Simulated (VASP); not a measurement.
Write the native input for VASP 6.6.1 that does the following.

```yaml
Task: single point
Functional: r2SCAN
Dispersion: D4
Potentials_or_basis: VASP PAW PBE potentials, release 64 (W_sv, S)
Cutoff: 520 eV
k_mesh: 3 × 3 × 1
Occupations: fermi-dirac, width 0.1 eV
Spin: no spin polarisation
Dipole_correction: no
Further_INCAR_settings: ALGO = Normal; EDIFF = 1e-07; NBANDS = 20
```

WS2, a slab with vacuum:

```xyz
3
Lattice="3.1835 0.0000 0.0000 -1.5918 2.7570 0.0000 0.0000 0.0000 16.9506" Properties=species:S:1:pos:R:3 pbc="T T T"
W     0.0000    1.8380    0.0000
S     1.5918    0.9190   15.3911
S     1.5918    0.9190    1.5595
```

The input as run:

POSCAR

```
WS2
1.0
    3.1835160000      0.0000000000      0.0000000000
   -1.5917580000      2.7570057294      0.0000000000
    0.0000000000      0.0000000000     16.9505780000
W S
1 2
Direct
    0.3333330000      0.6666670000      0.0000000000
    0.6666670000      0.3333330000      0.9079990000
    0.6666670000      0.3333330000      0.0920010000
```

INCAR.step1

```
ALGO = Normal
EDIFF = 1E-4
ENCUT = 520
GGA = PE
ISMEAR = -1
LASPH = True
LCHARG = False
LREAL = False
LWAVE = True
NBANDS = 20
NELM = 60
PREC = Accurate
SIGMA = 0.1
```

INCAR.step2

```
ALGO = Normal
EDIFF = 1E-7
ENCUT = 520
ISIF = 2
ISMEAR = -1
ISTART = 1
IVDW = 13
LASPH = True
LCHARG = True
LELF = True
LMIXTAU = True
LREAL = False
LVHAR = True
LWAVE = False
METAGGA = R2SCAN
NBANDS = 20
NELM = 60
PREC = Accurate
SIGMA = 0.1
VDW_A1 = 0.51559235
VDW_A2 = 5.77342911
VDW_S6 = 1.0
VDW_S8 = 0.6018749
```

KPOINTS

```
k-points
0
Gamma
  3 3 1
```

Potentials or basis: VASP PAW PBE potentials, release 64 (W_sv, S).

Command:

```sh
$ cat potpaw_PBE.64/W_sv/POTCAR potpaw_PBE.64/S/POTCAR > POTCAR
$ cp INCAR.step1 INCAR
$ mpirun -np 1 vasp_std > vasp.out
$ cp INCAR.step2 INCAR
$ mpirun -np 1 vasp_std > vasp.out
```

It gave:

| Quantity | Value |
| --- | --- |
| Largest force | 0.191 eV/Å |
| Band gap on the k mesh | 1.92 eV, direct |
| Dispersion energy per atom | -0.105 eV |

Caveat: the k points lie up to 0.76 Å⁻¹ apart; the PAW data sets were made with another functional, which shifts forces and pressure a little; spin-orbit coupling is left out, which moves the levels of the heavy elements.

It took 2.3 min on 1 thread of AMD EPYC 7R43 64-Core Processor (Zen 3), on a shared host, peak memory 0.24 GiB.
